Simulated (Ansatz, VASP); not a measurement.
# Cu: VASP beside Ansatz

INCAR

```
ALGO = Fast
EDIFF = 1E-7
ENCUT = 520
GGA = PE
ISIF = 2
ISMEAR = 0
LASPH = T
LCHARG = F
LREAL = F
LWAVE = F
NBANDS = 36
NELM = 60
PREC = Accurate
SIGMA = 0.1
```

File KPOINTS:

```
k-points
0
Gamma
  6 6 19
```

File POSCAR:

```
Cu
1.0
    5.7317553451      0.0000017264      0.0081001538
    0.0000017264      5.7317605479     -0.0024433077
   -1.7169579414     -0.5739514289      1.8154439717
Cu
5
Direct
    0.0000000000      0.0000000000      0.0000000000
    0.2000000000      0.4000000000      0.0000000000
    0.4000000000      0.8000000000      0.0000000000
    0.6000000000      0.2000000000      0.0000000000
    0.8000000000      0.6000000000      0.0000000000
```

Input for Ansatz:

```yaml
crystal:
  lattice:
    - [5.7317553451, 1.7264e-06, 0.0081001538]
    - [1.7264e-06, 5.7317605479, -0.0024433077]
    - [-1.7169579414, -0.5739514289, 1.8154439717]
  atoms:
    - { symbol: Cu, position: [0.0, 0.0, 0.0] }
    - { symbol: Cu, position: [0.2, 0.4, 0.0] }
    - { symbol: Cu, position: [0.4, 0.8, 0.0] }
    - { symbol: Cu, position: [0.6, 0.2, 0.0] }
    - { symbol: Cu, position: [0.8, 0.6, 0.0] }
basis:
  ecutwfc: 420
kpoints:
  mp_grid: { grid: [6, 6, 19] }
hamiltonian:
  xc: pbe
scf:
  occupations: { method: gaussian, width: 0.1 }
  n_extra_bands: 8
output:
  forces: true
  eigenvalues: true
  stress: true
```

Alike in both runs: task single point; functional PBE; k mesh 6 × 6 × 19; occupations gaussian, width 0.1 eV; no spin polarisation.

|  | VASP | Ansatz |
| --- | --- | --- |
| version | VASP 6.6.1 | Ansatz 0.2.0 |
| potentials or method | VASP PAW PBE potentials, release 64 (Cu), cutoff 520 eV | scalar-relativistic, plane waves, PAW |
| valence electrons in the cell | 55 | 95 |

Ansatz gave:

- gap on the k mesh at the Fermi level (eV): none
- pressure (GPa): 0.1
- traceless stress, the component that is largest in VASP (GPa): -0.12

**Question.** Estimate VASP's values.

**Answer.** gap on the k mesh at the Fermi level (eV): none; pressure (GPa): 0.6; traceless stress, the component that is largest in VASP (GPa): -0.16.

A gap of «none» marks a metal or a gap that the smearing closes. With one functional, cell and mesh, what is left measures potentials, basis and numerics. VASP's potentials hold 55 valence electrons a cell and Ansatz's 95, so a difference there can come from the potentials and not from the codes.
